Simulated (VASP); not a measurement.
# Si16B (a cell with a defect) in VASP: further runs

The runs below take Si16B (a cell with a defect) through single point, with PBE.

All numbers are computed with VASP 6.6.1; they aren't measurements. Logs are shortened: lines on timing, memory, paths and dates and some standing lists are left out, and cuts for length are marked.

## (1) The cell of the first run

The cell holds a defect, 17 atoms: a = 7.679 Å, b = 7.679 Å, c = 7.679 Å, α = 60.00°, β = 60.00°, γ = 60.00°.

## (2) Single point, PBE, collinear spin

The input, INCAR:

```
  PREC = Accurate
  ENCUT = 520
  EDIFF = 1E-6
  ISMEAR = 0
  SIGMA = 0.02
  LREAL = Auto
  LASPH = True
  NELM = 150
  ALGO = Normal
  ISIF = 2
  LWAVE = False
  LCHARG = False
  ISPIN = 2
  MAGMOM = 0 0 0 0 0 0 0 0 0 0 0 0 0 0 0 0 1
  LORBIT = 11
  GGA = PE
  NBANDS = 52
```

The input, KPOINTS:

```
regular mesh
0
Gamma
  2 2 2
```

The input, POSCAR:

```
Si16B
1.0
    0.0000000000      5.4300000000      5.4300000000
    5.4300000000      0.0000000000      5.4300000000
    5.4300000000      5.4300000000      0.0000000000
Si B
16 1
Direct
    0.0004912677      0.0068421819      0.0002697100
    0.1258822577      0.1273942093      0.1253041384
   -0.0019340727     -0.0003212695      0.4983260747
    0.1183670126      0.1246495959      0.6239988185
   -0.0009597408      0.4996848730     -0.0013631396
    0.1235845050      0.6240044672      0.1234648448
    0.0006427912      0.5010614550      0.5063239029
    0.1259200939      0.6266928461      0.6263184104
    0.4989090942     -0.0003539183     -0.0024195712
    0.6243314083      0.1246940794      0.1180852021
    0.5012561810      0.0016259404      0.5008943194
    0.6257867532      0.1264103625      0.6253108505
    0.5064841436      0.5009448958      0.0002706077
    0.6267329721      0.6266350989      0.1252834211
    0.4989072802      0.4987044659      0.4982942623
    0.6241530891      0.6187844520      0.6239009923
    0.8123209637      0.3131810646      0.8112529558
```

Potentials or basis: VASP PAW PBE potentials, release 64 (Si, B).

Command:

```console
$ cat potpaw_PBE.64/Si/POTCAR potpaw_PBE.64/B/POTCAR > POTCAR
$ mpirun -np 1 vasp_std > vasp.out
```

OUTCAR:

```text
PREC = Accurate
   ENCUT = 520
   EDIFF = 1E-6
   ISMEAR = 0
   LREAL = Auto
   LASPH = True
   NELM = 150
   ISIF = 2
   ISPIN = 2
   LORBIT = 11
   GGA = PE

 ion  position               nearest neighbor table
   1  0.000  0.007  0.000-  17 2.24   2 2.33  10 2.36   4 2.36   6 2.40
   2  0.126  0.127  0.125-   1 2.33   5 2.33   3 2.34   9 2.34
   3  0.998  1.000  0.498-   4 2.33  12 2.33   8 2.34   2 2.34
   4  0.118  0.125  0.624-  17 2.23   3 2.33   1 2.36   7 2.36  11 2.40
   5  0.999  0.500  0.999-   2 2.33  14 2.33   8 2.33   6 2.34
   6  0.124  0.624  0.123-   5 2.34   1 2.40   7 2.40  13 2.40
   7  0.001  0.501  0.506-  17 2.23   8 2.33   4 2.36  16 2.36   6 2.40
   8  0.126  0.627  0.626-   7 2.33   5 2.33   3 2.34  15 2.34
   9  0.499  1.000  0.998-  10 2.33  12 2.33  14 2.34   2 2.34
  10  0.624  0.125  0.118-  17 2.24   9 2.33   1 2.36  13 2.36  11 2.40
  11  0.501  0.002  0.501-  12 2.34  10 2.40  16 2.40   4 2.40
  12  0.626  0.126  0.625-   9 2.33   3 2.33  15 2.33  11 2.34
  13  0.506  0.501  0.000-  17 2.24  14 2.33  10 2.36  16 2.36   6 2.40
  14  0.627  0.627  0.125-  13 2.33   5 2.33   9 2.34  15 2.34
  15  0.499  0.499  0.498-  16 2.33  12 2.33   8 2.34  14 2.34
  16  0.624  0.619  0.624-  17 2.23  15 2.33  13 2.36   7 2.36  11 2.40
  17  0.812  0.313  0.811-  16 2.23   7 2.23   4 2.23  13 2.24  10 2.24   1 2.24

  LATTYP: Found a face centered cubic cell.
 ALAT       =    10.8600000000

  Lattice vectors:

 A1 = (   0.0000000000,   5.4300000000,   5.4300000000)
 A2 = (   5.4300000000,   0.0000000000,   5.4300000000)
 A3 = (   5.4300000000,   5.4300000000,   0.0000000000)

Analysis of symmetry for initial positions (statically):
=====================================================================
 Subroutine PRICEL returns:
 Original cell was already a primitive cell.

 Routine SETGRP: Setting up the symmetry group for a
 face centered cubic supercell.

 Subroutine GETGRP returns: Found  1 space group operations
 (whereof  1 operations were pure point group operations)
 out of a pool of 48 trial point group operations.

The static configuration has the point symmetry C_1 .

Analysis of symmetry for dynamics (positions and initial velocities):
=====================================================================
 Subroutine PRICEL returns:
 Original cell was already a primitive cell.

 Routine SETGRP: Setting up the symmetry group for a
 face centered cubic supercell.

 Subroutine GETGRP returns: Found  1 space group operations
 (whereof  1 operations were pure point group operations)
 out of a pool of 48 trial point group operations.
[... 171 lines left out ...]
  ext. energy  EPLUGINS =         0.00000000
  ---------------------------------------------------
  free energy    TOTEN  =       -88.72509541 eV

  energy without entropy =      -88.72509535  energy(sigma->0) =      -88.72509538

 E-fermi :   6.3255     XC(G=0):  -9.5673

 val. band max:        6.2590882313   @ k =   0.0000   0.0000   0.5000
 cond. band min:       6.3919887047   @ k =   0.0000   0.5000   0.5000
 fundamental gap:      0.1329004734
 Fermi energy:         6.3255425317

 spin component 1

 k-point     1 :       0.0000    0.0000    0.0000
  band No.  band energies     occupation
      1      -6.4349      1.00000
      2      -4.2890      1.00000
      3      -4.0136      1.00000
      4      -4.0134      1.00000
      5      -3.5806      1.00000
      6      -2.5759      1.00000
[... 373 lines left out ...]
     44       9.8791      0.00000
     45      10.2500      0.00000
 Fermi energy:         6.3255425317

 spin component 2

 k-point     1 :       0.0000    0.0000    0.0000
  band No.  band energies     occupation
      1      -6.3734      1.00000
      2      -4.2441      1.00000
      3      -3.9717      1.00000
      4      -3.9716      1.00000
      5      -3.5377      1.00000
      6      -2.4785      1.00000
[... 373 lines left out ...]
     44      10.0238      0.00000
     45      10.2901      0.00000
 [bands above 45 left out]

------------------------ aborting loop because EDIFF is reached ----------------------------------------

  FORCE on cell =-STRESS in cart. coord.  units (eV):
  Direction    XX          YY          ZZ          XY          YZ          ZX
  --------------------------------------------------------------------------------------
  -------------------------------------------------------------------------------------
  Total        5.1525694      5.1504049      5.1499206      1.8559692      1.8534462      1.8587100
  in kB       25.7813079     25.7704777     25.7680546      9.2864956      9.2738716      9.3002096
  external PRESSURE =      25.7732801 kB  Pullay stress =       0.0000000 kB

 VOLUME and BASIS-vectors are now :
 -----------------------------------------------------------------------------
  energy-cutoff  :      520.00
  volume of cell :      320.21
      direct lattice vectors                 reciprocal lattice vectors
     0.000000000  5.430000000  5.430000000    -0.092081031  0.092081031  0.092081031
     5.430000000  0.000000000  5.430000000     0.092081031 -0.092081031  0.092081031
     5.430000000  5.430000000  0.000000000     0.092081031  0.092081031 -0.092081031

 POSITION                                       TOTAL-FORCE (eV/Angst)
 -----------------------------------------------------------------------------------
      0.03862      0.00413      0.03982         0.002753     -0.016869      0.004634
      1.37215      1.36394      1.37529        -0.003593      0.005764     -0.003833
      8.13417      8.12541     10.84775        -0.005811      0.004830      0.004055
      4.06516      4.03105      1.31958         0.013648     -0.003928     -0.001732
      8.13589     10.84739      8.13808         0.001384      0.001044      0.001291
      4.05876      1.34148      4.05941        -0.000642      0.001097      0.002665
[... 9 lines left out ...]
      6.74778      6.77693      6.74915        -0.005452      0.016451     -0.002692
      6.10568      8.81601      6.11148         0.002542      0.003964     -0.002118
 -----------------------------------------------------------------------------------
    total drift:                                0.000585     -0.000473     -0.001797

  FREE ENERGIE OF THE ION-ELECTRON SYSTEM (eV)
  ---------------------------------------------------
  free  energy   TOTEN  =       -88.7250954121 eV

  energy  without entropy=      -88.7250953501  energy(sigma->0) =      -88.72509538

 total charge

# of ion       s       p       d       tot
------------------------------------------
    1        0.743   0.928   0.000   1.671
    2        0.742   0.963   0.000   1.705
    3        0.742   0.963   0.000   1.705
    4        0.742   0.928   0.000   1.671
    5        0.743   0.962   0.000   1.705
    6        0.762   0.908   0.000   1.671
[... 9 lines left out ...]
   16        0.742   0.928   0.000   1.671
   17        0.722   0.961   0.000   1.683
--------------------------------------------------
tot         12.642  16.047   0.000  28.689

 magnetization (x)

# of ion       s       p       d       tot
------------------------------------------
    1        0.011   0.006   0.000   0.017
    2        0.000   0.001   0.000   0.001
    3        0.000   0.001   0.000   0.001
    4        0.011   0.006   0.000   0.017
    5       -0.000  -0.000   0.000  -0.001
    6        0.004   0.037   0.000   0.041
[... 9 lines left out ...]
   16        0.011   0.006   0.000   0.017
   17        0.074   0.017   0.000   0.090
--------------------------------------------------
tot          0.148   0.132   0.000   0.280
```

It took 5.3 min on 1 thread of AMD EPYC 9R45 (Zen 5), shared host; peak memory 0.67 GiB.

What came out:

```
Free energy                                           : -88.7251 eV
Pressure                                              : 2.6 GPa
Largest force                                         : 0.018 eV/Å
Net moment                                            : 0.75 μB per cell
Site moments                                          : Si +0.02, +0.00, -0.00, +0.04 (each value once); B +0.09 μB
Valence electrons inside the program's atomic spheres : Si 1.67, 1.71 (each value once); B 1.68
```

Forces in eV/Å, atoms in the order of the input:
```
Si   0.003 -0.017  0.005
Si  -0.004  0.006 -0.004
Si  -0.006  0.005  0.004
Si   0.014 -0.004 -0.002
Si   0.001  0.001  0.001
Si  -0.001  0.001  0.003
Si   0.002  0.000 -0.016
Si  -0.003 -0.002  0.004
Si   0.004  0.005 -0.005
Si  -0.002 -0.006  0.017
Si   0.001 -0.002 -0.002
Si  -0.003 -0.003 -0.002
Si  -0.015  0.002  0.002
Si   0.005 -0.002 -0.004
Si   0.005 -0.005  0.004
Si  -0.005  0.016 -0.003
B    0.003  0.004 -0.002
```

Caveat: the k points lie up to 0.50 Å⁻¹ apart; a moment this small can come from the mesh or the smearing.

## (3) Single point, PBE, collinear spin

The input, INCAR:

```
SYSTEM = Si16B
ALGO = Normal
EDIFF = 1E-7
ENCUT = 520
GGA = PE
ISIF = 2
ISMEAR = 0
ISPIN = 2
LASPH = .True.
LCHARG = .False.
LORBIT = 11
LREAL = Auto
LWAVE = .False.
MAGMOM = 0 0 0 0 0 0 0 0 0 0 0 0 0 0 0 0 1
NBANDS = 52
NELM = 150
PREC = Accurate
SIGMA = 0.02
```

The input, KPOINTS:

```
k-points
0
Gamma
  2 2 2
  0 0 0
```

The input, POSCAR:

```
Si16B
1.0
    0.0000000000      5.4300000000      5.4300000000
    5.4300000000      0.0000000000      5.4300000000
    5.4300000000      5.4300000000      0.0000000000
Si B
16 1
Direct
   -0.0010158843      0.0038279693     -0.0012463216
    0.1262494098      0.1217818097      0.1259050891
   -0.0012021526      0.0039080620      0.4989503571
    0.1262697757      0.1220029224      0.6264463175
    0.0006280376      0.4927900316      0.0005385876
    0.1233351132      0.6301300574      0.1232337109
    0.0005737173      0.4930745853      0.5059618448
    0.1189141342      0.6328518915      0.6241393849
    0.4992848012      0.0038511274     -0.0015082378
    0.6267141448      0.1219981303      0.1259664404
    0.4993118295      0.0037314722      0.4990070627
    0.6264830721      0.1215439803      0.6262233131
    0.5060490660      0.4930841690      0.0004796867
    0.6242280024      0.6327979774      0.1188835652
    0.5016595855      0.4953324637      0.5016069242
    0.6243405550      0.6326498658      0.6242527512
    0.8119800627      0.5649501547      0.8119311139
```

Potentials or basis: VASP PAW PBE potentials, release 64 (Si, B).

Command:

```console
$ cat potpaw_PBE.64/Si/POTCAR potpaw_PBE.64/B/POTCAR > POTCAR
$ mpirun -np 1 vasp_std > vasp.out
```

Wall time 6.4 min (1 thread of AMD EPYC 9R45 (Zen 5), shared host); peak memory 0.67 GiB.

The run converged. Its results:

- Free energy: -88.7248 eV
- Pressure: 2.6 GPa
- Largest force: 0.026 eV/Å
- Net moment: 0.75 μB per cell
- Site moments: Si -0.00, +0.00, +0.02, +0.04 (each value once); B +0.09 μB
- Valence electrons inside the program's atomic spheres: Si 1.71, 1.67 (each value once); B 1.68

Forces in eV/Å, atoms in the order of the input:
```
Si  -0.001  0.006  0.001
Si   0.001  0.002  0.000
Si  -0.003  0.002  0.001
Si  -0.002 -0.007  0.002
Si  -0.011 -0.015 -0.010
Si  -0.002  0.002 -0.002
Si   0.014  0.014 -0.012
Si   0.015 -0.012 -0.012
Si   0.003  0.003 -0.005
Si   0.004 -0.008 -0.003
Si  -0.005 -0.005 -0.007
Si   0.004  0.001  0.007
Si  -0.013  0.014  0.013
Si  -0.012 -0.012  0.016
Si  -0.002 -0.002 -0.002
Si   0.014  0.014  0.016
B   -0.005  0.003 -0.003
```

Stress tensor (GPa, compression positive):
```
 2.56 -0.92  0.92
-0.92  2.56 -0.92
 0.92 -0.92  2.56
```

Levels at points of the mesh, in eV from the Fermi level:
Spin up:
| k point | band 31 | band 32 | band 33 | band 34 | band 35 | band 36 | band 37 | band 38 |
| --- | --- | --- | --- | --- | --- | --- | --- | --- |
| (0.00, 0.00, 0.00) | -1.22 | -0.40 | -0.40 | -0.38 | 0.36 | 0.36 | 0.38 | 0.38 |
| (0.50, 0.00, 0.00) | -1.17 | -1.09 | -0.63 | -0.07 | 0.22 | 1.06 | 1.18 | 1.20 |
| (0.00, 0.50, 0.00) | -1.21 | -1.12 | -1.12 | 0.25 | 1.13 | 1.13 | 1.16 | 1.16 |
| (0.00, 0.00, 0.50) | -1.17 | -1.09 | -0.63 | -0.07 | 0.22 | 1.06 | 1.18 | 1.20 |
| (0.50, 0.50, 0.50) | -1.17 | -1.09 | -0.63 | -0.07 | 0.22 | 1.06 | 1.18 | 1.20 |
| (0.50, 0.50, 0.00) | -1.67 | -1.67 | -0.36 | -0.08 | 0.57 | 1.39 | 1.58 | 1.93 |
| (0.00, 0.50, 0.50) | -1.67 | -1.67 | -0.36 | -0.08 | 0.57 | 1.39 | 1.58 | 1.93 |
| (0.50, 0.00, 0.50) | -1.68 | -1.67 | -0.36 | -0.08 | 0.57 | 1.39 | 1.58 | 1.93 |
Spin down:
```
           k point  band 29  band 30  band 31  band 32  band 33  band 34  band 35  band 36  band 37  band 38
(0.00, 0.00, 0.00)    -1.50    -1.50    -1.13    -0.36    -0.36    -0.35     0.40     0.40     0.45     0.45
(0.50, 0.00, 0.00)    -1.47    -1.30    -1.14    -1.04    -0.51     0.08     0.32     1.10     1.22     1.23
(0.00, 0.50, 0.00)    -1.37    -1.14    -1.14    -1.11    -1.11     0.39     1.18     1.18     1.25     1.25
(0.00, 0.00, 0.50)    -1.47    -1.30    -1.14    -1.04    -0.51     0.08     0.32     1.10     1.22     1.23
(0.50, 0.50, 0.50)    -1.47    -1.30    -1.14    -1.04    -0.51     0.08     0.32     1.10     1.22     1.23
(0.50, 0.50, 0.00)    -1.93    -1.65    -1.64    -1.63    -0.25     0.07     0.69     1.44     1.62     1.95
(0.00, 0.50, 0.50)    -1.93    -1.65    -1.64    -1.63    -0.25     0.07     0.69     1.43     1.62     1.95
(0.50, 0.00, 0.50)    -1.93    -1.65    -1.64    -1.63    -0.24     0.07     0.69     1.43     1.62     1.95
```

Caveat: the k points lie up to 0.50 Å⁻¹ apart; a moment this small can come from the mesh or the smearing.
